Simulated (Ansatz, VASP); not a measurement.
**One calculation of SnH5, two programs**

```xyz
6
Lattice="3.6035 0.0000 0.0000 -1.8018 3.1207 0.0000 0.0000 0.0000 11.6995" Properties=species:S:1:pos:R:3 pbc="T T T"
Sn    1.8018    1.0402    0.0000
H     0.0000    0.0000    0.0000
H     0.0000    0.0000    3.7771
H     0.0000    0.0000    7.9224
H     0.0000    0.0000    7.1716
H     0.0000    0.0000    4.5278
```

Alike in both runs: task relaxation of cell and atoms; functional PBE; k mesh 12 × 12 × 4; occupations gaussian, width 0.1 eV; no spin polarisation.

```csv
,VASP,Ansatz
version,VASP 6.6.1,Ansatz 0.2.0
potentials or method,"VASP PAW PBE potentials, release 64 (Sn_d, H), cutoff 600 eV","scalar-relativistic, plane waves, PAW"
valence electrons in the cell,19,19
```

Ansatz gave:

| Item | Value |
| --- | --- |
| gap on the k mesh at the Fermi level, each at its own relaxed structure (eV) | none |
| relaxed volume (Å³/atom) | 21.93 |
| relaxed length of the cell vector where the two differ most in proportion (Å) | 3.604 |

Task: What did VASP give for the same quantities?

Result: gap on the k mesh at the Fermi level, each at its own relaxed structure (eV): none; relaxed volume (Å³/atom): 21.92; relaxed length of the cell vector where the two differ most in proportion (Å): 3.603.

A gap of «none» marks a metal or a gap that the smearing closes. Ansatz's warnings: xc potential rough in thin density.
